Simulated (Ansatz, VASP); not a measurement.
## Two plane-wave programs on Pb

Contents of INCAR:

```
PREC     = Accurate       # precision mode
ENCUT    = 520            # plane-wave cutoff, eV
EDIFF    = 1E-6           # SCF threshold, eV
ISMEAR   = 0              # smearing method
SIGMA    = 0.1            # smearing width, eV
LREAL    = F              # projectors in reciprocal space
LASPH    = T              # aspherical terms in the spheres
NELM     = 80             # most SCF steps
ALGO     = Fast           # electronic algorithm
ISIF     = 2              # what is computed and relaxed
LWAVE    = F              # write WAVECAR
LCHARG   = F              # write CHGCAR
GGA      = PE             # functional
NBANDS   = 36             # bands
```

Contents of KPOINTS:

```
Automatic mesh
0
Gamma
  10 10 10
```

The input POSCAR:

```
Pb
1.0
    0.0000000000      3.1448638690      5.8039976768
    2.9273099181      0.0000000000      5.8039976768
    2.9273099181      3.1448638690      0.0000000000
Pb
4
Direct
    0.7791999182      0.7791999182      0.2208000818
    0.2208000818      0.2208000818      0.7791999182
    0.2791388086      0.7208611914      0.2791388086
    0.7208611914      0.2791388086      0.7208611914
```

Input for Ansatz:

```yaml
crystal:
  lattice:
    - [0.0, 3.144863869, 5.8039976768]
    - [2.9273099181, 0.0, 5.8039976768]
    - [2.9273099181, 3.144863869, 0.0]
  atoms:
    - { symbol: Pb, position: [0.7791999182, 0.7791999182, 0.2208000818] }
    - { symbol: Pb, position: [0.2208000818, 0.2208000818, 0.7791999182] }
    - { symbol: Pb, position: [0.2791388086, 0.7208611914, 0.2791388086] }
    - { symbol: Pb, position: [0.7208611914, 0.2791388086, 0.7208611914] }
basis:
  ecutwfc: 420
kpoints:
  mp_grid: { grid: [10, 10, 10] }
hamiltonian:
  xc: pbe
scf:
  occupations: { method: gaussian, width: 0.1 }
output:
  forces: true
  stress: true
  eigenvalues: true
  populations: true
```

Alike in both runs: task single point; functional PBE; k mesh 10 × 10 × 10; occupations gaussian, width 0.1 eV; no spin polarisation.

|  | VASP | Ansatz |
| --- | --- | --- |
| version | VASP 6.6.1 | Ansatz 0.2.0 |
| potentials or method | VASP PAW PBE potentials, release 64 (Pb_d), cutoff 520 eV | scalar-relativistic, plane waves, PAW |
| valence electrons in the cell | 56 | 56 |

|  | VASP | Ansatz | Ansatz less VASP |
| --- | --- | --- | --- |
| gap on the k mesh at the Fermi level (eV) | none | none | - |
| pressure (GPa) | 14.6 | 14.7 | +0.07 |
| traceless stress, the component that is largest in VASP (GPa) | -4.81 | -4.81 | -0.007 |
| rms of the force components (eV/Å) | 0.461 | 0.461 | -0.0005 |

Atom by atom the forces differ by 0.001 eV/Å (rms over components). A gap of «none» marks a metal or a gap that the smearing closes.

Spin-orbit coupling is off throughout.
